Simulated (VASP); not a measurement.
# Zr3Se4 (Amm2) in VASP: single point with LDA

Aim: the single point of Zr3Se4 with LDA.

Everything below comes from runs of VASP 6.6.1. Logs are shortened: lines on timing, memory, paths and dates and some standing lists are left out, and cuts for length are marked.

## (1) The cell of the first run

It takes space group Amm2 (No. 38, orthorhombic). The conventional cell has a = 3.766 Å, b = 7.728 Å, c = 10.951 Å, α = 90.00°, β = 90.00°, γ = 90.00°. Within 3.6 Å of Zr (site symmetry m) lie 6 Se at 2.63 to 2.85 Å and 3 Zr at 3.39 to 3.57 Å. Within 3.6 Å of Zr (site symmetry mm2) lie 6 Se at 2.73 to 2.96 Å and 4 Zr at 3.39 Å. Within 3.6 Å of Se (site symmetry mm2) lie 5 Zr at 2.66 to 2.77 Å and 4 Se at 3.52 Å. Within 4.2 Å of Se (site symmetry m) lie 4 Zr at 2.63 to 2.85 Å and 12 Se at 3.52 to 4.19 Å. Se (site symmetry mm2) has 5 Zr at 2.82 to 2.96 Å and 12 Se at 3.69 to 4.01 Å within 4.1 Å.

## (2) Single point, LDA

INCAR reads:

```
SYSTEM = Zr3Se4
PREC = Accurate
ENCUT = 520
EDIFF = 1E-6
ISMEAR = 0
SIGMA = 0.1
LREAL = .False.
LASPH = .True.
NELM = 80
ALGO = Normal
ISIF = 2
LWAVE = .False.
LCHARG = .False.
GGA = CA
NBANDS = 39
```

KPOINTS reads:

```
Automatic mesh
0
Gamma
  10 6 6
  0 0 0
```

POSCAR reads:

```
Zr3Se4
1.0
    3.7655034462      0.0000000000      0.0000000000
    0.0000000000      3.8638516664      5.4756597694
    0.0000000000     -3.8638516664      5.4756597694
Zr Se
3 4
Direct
    0.5000000000      0.5410187369      0.0030883027
    0.0000000000      0.9715423167      0.9715423167
    0.5000000000      0.0030883027      0.5410187369
    0.0000000000      0.7188689926      0.7188689926
    0.5000000000      0.2619928099      0.7621596528
    0.0000000000      0.2415686265      0.2415686265
    0.5000000000      0.7621596528      0.2619928099
```

Potentials or basis: VASP PAW LDA potentials, release 64 (Zr_sv, Se).

On the command line:

```console
cat potpaw_LDA.64/Zr_sv/POTCAR potpaw_LDA.64/Se/POTCAR > POTCAR
mpirun -np 1 vasp_std > vasp.out
```

OUTCAR:

```text
SYSTEM = Zr3Se4
   PREC = Accurate
   ENCUT = 520
   EDIFF = 1E-6
   ISMEAR = 0
   LREAL = .False.
   LASPH = .True.
   NELM = 80
   ISIF = 2
   GGA = CA

 ion  position               nearest neighbor table
   1  0.500  0.541  0.003-   7 2.63   4 2.66   4 2.66   6 2.82   6 2.82   5 2.85   2 3.39   2 3.39
                             3 3.57
   2  0.000  0.972  0.972-   5 2.73   7 2.73   5 2.73   7 2.73   4 2.77   6 2.96   1 3.39   3 3.39
                             1 3.39   3 3.39
   3  0.500  0.003  0.541-   5 2.63   4 2.66   4 2.66   6 2.82   6 2.82   7 2.85   2 3.39   2 3.39
                             1 3.57
   4  0.000  0.719  0.719-   1 2.66   3 2.66   1 2.66   3 2.66   2 2.77
   5  0.500  0.262  0.762-   3 2.63   2 2.73   2 2.73   1 2.85
   6  0.000  0.242  0.242-   1 2.82   3 2.82   1 2.82   3 2.82   2 2.96
   7  0.500  0.762  0.262-   1 2.63   2 2.73   2 2.73   3 2.85

  LATTYP: Found a base centered orthorhombic cell.
 ALAT       =     7.7277033328
 B/A-ratio  =     1.4171506161
 C/A-ratio  =     0.4872732925

  Lattice vectors:

 A1 = (   0.0000000000,   3.8638516664,  -5.4756597694)
 A2 = (   0.0000000000,   3.8638516664,   5.4756597694)
 A3 = (   3.7655034462,   0.0000000000,   0.0000000000)

Analysis of symmetry for initial positions (statically):
=====================================================================
 Subroutine PRICEL returns:
 Original cell was already a primitive cell.

 Routine SETGRP: Setting up the symmetry group for a
 base centered orthorhombic supercell.

 Subroutine GETGRP returns: Found  4 space group operations
 (whereof  4 operations were pure point group operations)
 out of a pool of  8 trial point group operations.

The static configuration has the point symmetry C_2v.

Analysis of symmetry for dynamics (positions and initial velocities):
=====================================================================
 Subroutine PRICEL returns:
 Original cell was already a primitive cell.

 Routine SETGRP: Setting up the symmetry group for a
 base centered orthorhombic supercell.

 Subroutine GETGRP returns: Found  4 space group operations
 (whereof  4 operations were pure point group operations)
 out of a pool of  8 trial point group operations.

The dynamic configuration has the point symmetry C_2v.

 Subroutine INISYM returns: Found  4 space group operations
 (whereof  4 operations are pure point group operations),
 and found     1 'primitive' translations

----------------------------------------------------------------------------------------

                                     Primitive cell

  volume of cell :     159.3345

  direct lattice vectors                    reciprocal lattice vectors
     3.765503446  0.000000000  0.000000000     0.265568738  0.000000000  0.000000000
     0.000000000  3.863851666  5.475659769     0.000000000  0.129404554  0.091313197
     0.000000000 -3.863851666  5.475659769     0.000000000 -0.129404554  0.091313197

  length of vectors
     3.765503446  6.701656483  6.701656483     0.265568738  0.158378150  0.158378150

  position of ions in fractional coordinates (direct lattice)
     0.500000000  0.541018737  0.003088303
     0.000000000  0.971542317  0.971542317
     0.500000000  0.003088303  0.541018737
     0.000000000  0.718868993  0.718868993
     0.500000000  0.261992810  0.762159653
     0.000000000  0.241568626  0.241568626
     0.500000000  0.762159653  0.261992810

  ion indices of the primitive-cell ions
   primitive index   ion index
                 1           1
                 2           2
                 3           3
                 4           4
                 5           5
                 6           6
                 7           7

----------------------------------------------------------------------------------------

 KPOINTS: Automatic mesh

Automatic generation of k-mesh.
 Grid dimensions read from file:
 generate k-points for:   10    6    6

 Generating k-lattice:

  Cartesian coordinates                     Fractional coordinates (reciprocal lattice)
     0.026556874  0.000000000  0.000000000     0.100000000  0.000000000  0.000000000
     0.000000000  0.021567426  0.015218866     0.000000000  0.166666667  0.000000000
     0.000000000 -0.021567426  0.015218866     0.000000000  0.000000000  0.166666667

  Length of vectors
     0.026556874  0.026396358  0.026396358

  Shift w.r.t. Gamma in fractional coordinates (k-lattice)
     0.000000000  0.000000000  0.000000000

 Subroutine IBZKPT returns following result:
 ===========================================

 Found     78 irreducible k-points:

 Following reciprocal coordinates:
            Coordinates               Weight
  0.000000  0.000000  0.000000      1.000000
  0.100000  0.000000  0.000000      2.000000
  0.200000  0.000000  0.000000      2.000000
  0.300000  0.000000  0.000000      2.000000
  0.400000  0.000000  0.000000      2.000000
  0.500000  0.000000  0.000000      1.000000
[... 16 lines left out ...]
  0.400000  0.500000  0.000000      4.000000
  0.500000  0.500000  0.000000      2.000000
 [... further k-points ...]
   k-points           NKPTS =     78   k-points in BZ     NKDIM =     78   number of bands    NBANDS=     39
   number of dos      NEDOS =    301   number of ions     NIONS =      7
   total plane-waves  NPLWV =  70000
   dimension x,y,z NGX =    28 NGY =   50 NGZ =   50
   dimension x,y,z NGXF=    56 NGYF=  100 NGZF=  100
   ions per type =               3   4
   NGX,Y,Z   is equivalent  to a cutoff of  12.36, 12.40, 12.40 a.u.
   NGXF,Y,Z  is equivalent  to a cutoff of  24.72, 24.81, 24.81 a.u.
 SYSTEM =  Zr3Se4
   PREC   = accura    normal or accurate (medium, high low for compatibility)
   ISTART =      0    job   : 0-new  1-cont  2-samecut
   ICHARG =      2    charge: 1-file 2-atom 10-const
   ISPIN  =      1    spin polarized calculation?
   LNONCOLLINEAR =      F non collinear calculations
   LSORBIT =      F    spin-orbit coupling
   LASPH  =      T    aspherical Exc in radial PAW
   ENCUT  =  520.0 eV  38.22 Ry    6.18 a.u.   7.00 12.46 12.46*2*pi/ulx,y,z
   NELM   =     80;   NELMIN=  2; NELMDL= -5     # of ELM steps
   EDIFF  = 0.1E-05   stopping-criterion for ELM
   LREAL  =      F    real-space projection
   EDIFFG = 0.1E-04   stopping-criterion for IOM
   NSW    =      0    number of steps for IOM
   IBRION =     -1    ionic relax: 0-MD 1-quasi-New 2-CG
   NFREE  =      0    steps in history (QN), initial steepest desc. (CG)
   ISIF   =      2    stress and relaxation
   ISYM   =      2    0-nonsym 1-usesym 2-fastsym
   POTIM  = 0.5000    time-step for ionic-motion
   TEBEG  =    0.0;   TEEND  =   0.0 temperature during run
   PSTRESS=    0.0 pullay stress
   NELECT =      60.0000    total number of electrons
   NUPDOWN=      -1.0000    fix difference up-down
   EMIN   =  10.00;   EMAX   =-10.00  energy-range for DOS
   EFERMI =   0.00;   METHOD = LEGACY
   ISMEAR =     0;   SIGMA  =   0.10  broadening in eV -4-tet -1-fermi 0-gaus
   EFERMI_NEDOS =   21; number of points for ismear=-14 and -15
   IALGO  =     38    algorithm
   IMIX   =      4    mixing-type and parameters
     AMIX     =   0.40;   BMIX     =  1.00
     AMIX_MAG =   1.60;   BMIX_MAG =  1.00
  volume/ion in A,a.u.               =      22.76       153.61
  Fermi-wavevector in a.u.,A,eV,Ry     =   1.182194  2.234022 19.015253  1.397582
  Thomas-Fermi vector in A             =   2.318452
   LORBIT       =      0    0 simple, 1 ext, 2 COOP (PROOUT), +10 PAW based schemes
   GGA     = CA    functional components
   LHFCALC =     F    Hartree Fock is set to
   AEXX    =    0.0000 exact exchange contribution
   IVDW    =     0    specifies the selected vdW correction
   LEPSILON=     F    determine dielectric tensor
   LRPA    =     F    only Hartree local field effects (RPA)
 non-spin polarized calculation
 Gauss-broadening in eV      SIGMA  =   0.10
  energy-cutoff  :      520.00
  volume of cell :      159.33
 maximum number of plane-waves:      4324
   NGX = 15   NGY = 25   NGZ = 25

 number of electron      59.9999994 magnetization

 Free energy of the ion-electron system (eV)
  ---------------------------------------------------
  ext. energy  EPLUGINS =         0.00000000
  ---------------------------------------------------
  free energy    TOTEN  =       -54.30555362 eV

  energy without entropy =      -54.28770885  energy(sigma->0) =      -54.29663123

 E-fermi :   6.9004     XC(G=0): -10.5146

 val. band max:        6.8895050121   @ k =   0.2000  -0.3333   0.1667
 cond. band min:       6.9010506800   @ k =   0.0000   0.3333   0.0000
 fundamental gap:      0.0115456680
 Fermi energy:         6.9003681710

 k-point     1 :       0.0000    0.0000    0.0000
  band No.  band energies     occupation
      1     -42.6562      2.00000
      2     -42.6475      2.00000
      3     -42.1715      2.00000
      4     -21.0014      2.00000
      5     -20.8763      2.00000
      6     -20.8676      2.00000
[... 31 lines left out ...]
     38       9.0870      0.00000
     39       9.3750      0.00000

 k-point     2 :       0.1000    0.0000    0.0000
  band No.  band energies     occupation
      1     -42.6555      2.00000
      2     -42.6468      2.00000
      3     -42.1709      2.00000
      4     -20.9971      2.00000
      5     -20.8730      2.00000
      6     -20.8667      2.00000
[... 31 lines left out ...]
     38       9.3905      0.00000
     39       9.4216      0.00000

 k-point     3 :       0.2000    0.0000    0.0000
  band No.  band energies     occupation
      1     -42.6535      2.00000
      2     -42.6450      2.00000
      3     -42.1693      2.00000
      4     -20.9862      2.00000
      5     -20.8826      2.00000
      6     -20.8650      2.00000
[... 31 lines left out ...]
     38       9.2804      0.00000
     39       9.5214      0.00000

 k-point     4 :       0.3000    0.0000    0.0000
  band No.  band energies     occupation
      1     -42.6511      2.00000
      2     -42.6429      2.00000
      3     -42.1674      2.00000
      4     -20.9736      2.00000
      5     -20.9294      2.00000
      6     -20.8927      2.00000
[... 31 lines left out ...]
     38       9.2646      0.00000
     39      10.0187      0.00000
[... 754 lines left out ...]
     38       9.6128      0.00000
     39       9.8545      0.00000

 k-point    23 :       0.4000    0.5000    0.0000
  band No.  band energies     occupation
      1     -42.6483      2.00000
      2     -42.6420      2.00000
      3     -42.1658      2.00000
      4     -20.9691      2.00000
      5     -20.9351      2.00000
      6     -20.9339      2.00000
[... 31 lines left out ...]
     38       9.6750      0.00000
     39      10.0431      0.00000

 k-point    24 :       0.5000    0.5000    0.0000
  band No.  band energies     occupation
      1     -42.6476      2.00000
      2     -42.6413      2.00000
      3     -42.1651      2.00000
      4     -20.9813      2.00000
      5     -20.9485      2.00000
      6     -20.9328      2.00000
[... 31 lines left out ...]
     38       9.6726      0.00000
     39       9.9653      0.00000

 [... further k-points ...]
[... 5 lines left out ...]
  --------------------------------------------------------------------------------------
  -------------------------------------------------------------------------------------
  Total       -5.6955628     -5.7333483     -5.7903674      0.0000000      0.0000000      0.0000000
  in kB      -57.2713316    -57.6512811    -58.2246329      0.0000000      0.0000000      0.0000000
  external PRESSURE =     -57.7157485 kB  Pullay stress =       0.0000000 kB

 VOLUME and BASIS-vectors are now :
 -----------------------------------------------------------------------------
  energy-cutoff  :      520.00
  volume of cell :      159.33
      direct lattice vectors                 reciprocal lattice vectors
     3.765503446  0.000000000  0.000000000     0.265568738  0.000000000  0.000000000
     0.000000000  3.863851666  5.475659769     0.000000000  0.129404554  0.091313197
     0.000000000 -3.863851666  5.475659769     0.000000000 -0.129404554  0.091313197

 POSITION                                       TOTAL-FORCE (eV/Angst)
 -----------------------------------------------------------------------------------
      1.88275      2.07848      2.97935         0.000000      0.072665     -0.040142
      0.00000      0.00000     10.63967         0.000000      0.000000     -0.013170
      1.88275     -2.07848      2.97935         0.000000     -0.072665     -0.040142
      0.00000      0.00000      7.87256         0.000000      0.000000      0.295317
      1.88275     -1.93257      5.60791         0.000000     -0.247970     -0.054619
      0.00000      0.00000      2.64550         0.000000      0.000000     -0.092626
      1.88275      1.93257      5.60791         0.000000      0.247970     -0.054619
 -----------------------------------------------------------------------------------
    total drift:                                0.000000      0.000000      0.000138

  FREE ENERGIE OF THE ION-ELECTRON SYSTEM (eV)
  ---------------------------------------------------
  free  energy   TOTEN  =       -54.3055536161 eV

  energy  without entropy=      -54.2877088469  energy(sigma->0) =      -54.29663123
```

Wall time 7 min (1 thread of Intel Xeon Platinum 8259CL at 2.50GHz (Skylake/Cascade Lake), shared host); peak memory 0.47 GiB.

Results:

| Property | Result |
| --- | --- |
| Free energy | -54.3056 eV |
| Pressure | -5.8 GPa |
| Largest force | 0.295 eV/Å |
| Band gap on the k mesh | zero (bands 30 and 31 overlap by 0.65 eV) |

Forces in eV/Å, atoms in the order of the input:
```
Zr   0.000  0.073 -0.040
Zr   0.000  0.000 -0.013
Zr   0.000 -0.073 -0.040
Se   0.000  0.000  0.295
Se   0.000 -0.248 -0.055
Se   0.000  0.000 -0.093
Se   0.000  0.248 -0.055
```

Caveat: the cell stands under tension.
